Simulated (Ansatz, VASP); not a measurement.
Mo2Br: VASP beside Ansatz

Contents of POSCAR:

```
Mo2Br
1.0
    0.0000000000      3.9066056698      3.9066056698
    3.9066056698      0.0000000000      3.9066056698
    3.9066056698      3.9066056698      0.0000000000
Mo Br
4 2
Direct
    0.6250000000      0.6250000000      0.6250000000
    0.1250000000      0.6250000000      0.6250000000
    0.6250000000      0.6250000000      0.1250000000
    0.6250000000      0.1250000000      0.6250000000
    0.0000000000      0.0000000000      0.0000000000
    0.2500000000      0.2500000000      0.2500000000
```

Contents of INCAR.step1:

```
SYSTEM = Mo2Br
PREC = Accurate
ENCUT = 600
ISMEAR = 0
SIGMA = 0.1
LREAL = .FALSE.
LASPH = .TRUE.
NELM = 60
GGA = PE
ALGO = Normal
EDIFF = 1E-4
LWAVE = .TRUE.
LCHARG = .FALSE.
```

INCAR.step2

```
SYSTEM = Mo2Br
PREC = Accurate
ENCUT = 600
EDIFF = 1E-6
ISMEAR = 0
SIGMA = 0.1
LREAL = .FALSE.
LASPH = .TRUE.
NELM = 60
ALGO = Normal
ISIF = 3
LWAVE = .FALSE.
LCHARG = .FALSE.
METAGGA = R2SCAN
LMIXTAU = .TRUE.
IBRION = 2
NSW = 90
EDIFFG = -0.04
ISTART = 1
```

The input KPOINTS:

```
regular mesh
0
G
  4 4 4
  0 0 0
```

Input for Ansatz:

```yaml
crystal:
  lattice:
    - [0.0, 3.9066056698, 3.9066056698]
    - [3.9066056698, 0.0, 3.9066056698]
    - [3.9066056698, 3.9066056698, 0.0]
  atoms:
    - { symbol: Mo, position: [0.625, 0.625, 0.625] }
    - { symbol: Mo, position: [0.125, 0.625, 0.625] }
    - { symbol: Mo, position: [0.625, 0.625, 0.125] }
    - { symbol: Mo, position: [0.625, 0.125, 0.625] }
    - { symbol: Br, position: [0.0, 0.0, 0.0] }
    - { symbol: Br, position: [0.25, 0.25, 0.25] }
basis:
  ecutwfc: 500
kpoints:
  mp_grid: { grid: [4, 4, 4] }
hamiltonian:
  xc: r2scan
scf:
  occupations: { method: gaussian, width: 0.1 }
  lower_state_search: "off"
output:
  forces: true
  stress: true
  eigenvalues: true
relax:
  adjacent_minimum: "off"
  f_tol: 0.04
  max_steps: 70
  cell: { stress_tol: 0.4 }
```

Alike in both runs: task relaxation of cell and atoms; functional r2SCAN; k mesh 4 × 4 × 4; occupations gaussian, width 0.1 eV; no spin polarisation.

```csv
,VASP,Ansatz
version,VASP 6.6.1,Ansatz 0.2.0
potentials or method,"VASP PAW PBE potentials, release 64 (Mo_sv, Br), cutoff 600 eV","scalar-relativistic, plane waves, PAW"
valence electrons in the cell,70,70
```

```csv
,VASP,Ansatz,Ansatz less VASP
"gap on the k mesh at the Fermi level, each at its own relaxed structure (eV)",none,none,-
relaxed volume (Å³/atom),18.37,18.29,-0.071
relaxed length of the cell vector where the two differ most in proportion (Å),5.381,5.374,-0.0070
```

VASP's potentials were made for PBE, not for r2SCAN. A gap of «none» marks a metal or a gap that the smearing closes.
